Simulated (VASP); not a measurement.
Set up this calculation in VASP 6.6.1, as the native input.

- Task: relaxation of cell and atoms
- Functional: PBEsol-based screened hybrid with 25 % exact exchange
- Potentials or basis: VASP PAW PBE potentials, release 64 (Fe, O)
- Cutoff: 600 eV
- k mesh: 5 × 5 × 5
- Occupations: fermi-dirac, width 0.05 eV
- Spin: collinear spin, ferromagnetic start
- Starting moments: [3.0, 0.0] μB
- Dipole correction: no
- Grid for exact exchange (PRECFOCK): Normal
- Share of exact exchange: 0.25
- Further INCAR settings: ALGO = Normal; EDIFF = 1e-06; IBRION = 2; EDIFFG = -0.01; NSW = 60; ISIF = 3
- Screening parameter: 0.207 1/Å

Crystal: FeO.

```
Fe O
1.0
     0.00000    2.38188    2.38188
     2.38188    0.00000    2.38188
     2.38188    2.38188    0.00000
Fe O
1 1
Direct
  0.00000 0.00000 0.00000
  0.25000 0.25000 0.25000
```

The input as run:

POSCAR

```
FeO
1.0
    0.0000000000      2.3818830800      2.3818830800
    2.3818830800      0.0000000000      2.3818830800
    2.3818830800      2.3818830800      0.0000000000
Fe O
1 1
Direct
    0.0000000000      0.0000000000      0.0000000000
    0.2500000000      0.2500000000      0.2500000000
```

INCAR.step1

```
SYSTEM = FeO
ALGO = Normal ; EDIFF = 1E-5
ENCUT = 600 ; GGA = PE
ISMEAR = -1 ; ISPIN = 2
LASPH = .True. ; LCHARG = .False.
LMAXMIX = 4 ; LORBIT = 11
LREAL = .False. ; LWAVE = .True.
MAGMOM = 3 0 ; NBANDS = 18
NELM = 150 ; PREC = Accurate
SIGMA = 0.05
```

INCAR.step2

```
SYSTEM = FeO
AEXX = 0.25 ; ALGO = Normal
EDIFF = 1E-6 ; EDIFFG = -0.01
ENCUT = 600 ; GGA = PS
HFSCREEN = 0.207 ; IBRION = 2
ISIF = 3 ; ISMEAR = -1
ISPIN = 2 ; ISTART = 1
LASPH = .True. ; LCHARG = .False.
LHFCALC = .True. ; LMAXMIX = 4
LORBIT = 11 ; LREAL = .False.
LWAVE = .False. ; MAGMOM = 3 0
NELM = 150 ; NSW = 60
PREC = Accurate ; PRECFOCK = Normal
SIGMA = 0.05
```

KPOINTS

```
k-points
0
Gamma
  5 5 5
  0 0 0
```

Potentials or basis: VASP PAW PBE potentials, release 64 (Fe, O).

Command:

```sh
$ cat potpaw_PBE.64/Fe/POTCAR potpaw_PBE.64/O/POTCAR > POTCAR
$ cp INCAR.step1 INCAR
$ mpirun -np 1 vasp_std > vasp.out
$ cp INCAR.step2 INCAR
$ mpirun -np 1 vasp_std > vasp.out
```

Results of the run:

```json
{
 "Relaxed volume": "11.56 Å³/atom",
 "Relaxed cell": "a = 3.198 Å, b = 3.198 Å, c = 3.198 Å, α = 60.00°, β = 60.00°, γ = 60.00°",
 "Space group after relaxing (to 0.1 Å)": "F-43m (No. 216)",
 "Energy gained by relaxing": "139.6 meV/atom",
 "Ionic steps": "3",
 "Pressure after relaxing": "-0.1 GPa",
 "Band gap on the k mesh": "zero (filled and empty bands overlap)",
 "Net moment": "4.02 μB per cell",
 "Site moments": "Fe +3.75; O +0.27 μB",
 "Valence electrons inside the program's atomic spheres": "Fe 6.90; O 5.07"
}
```

Caveat: the k points lie up to 0.48 Å⁻¹ apart in the final cell, too coarse for converged energies and pressures of a metal; the PAW data sets were made with another functional, which shifts forces and pressure a little; a cell with one magnetic atom can't hold antiferromagnetic order, which such compounds often take.

It took 60 min on 1 thread of Intel(R) Xeon(R) Platinum 8488C (Sapphire Rapids), on a shared host, peak memory 0.29 GiB.
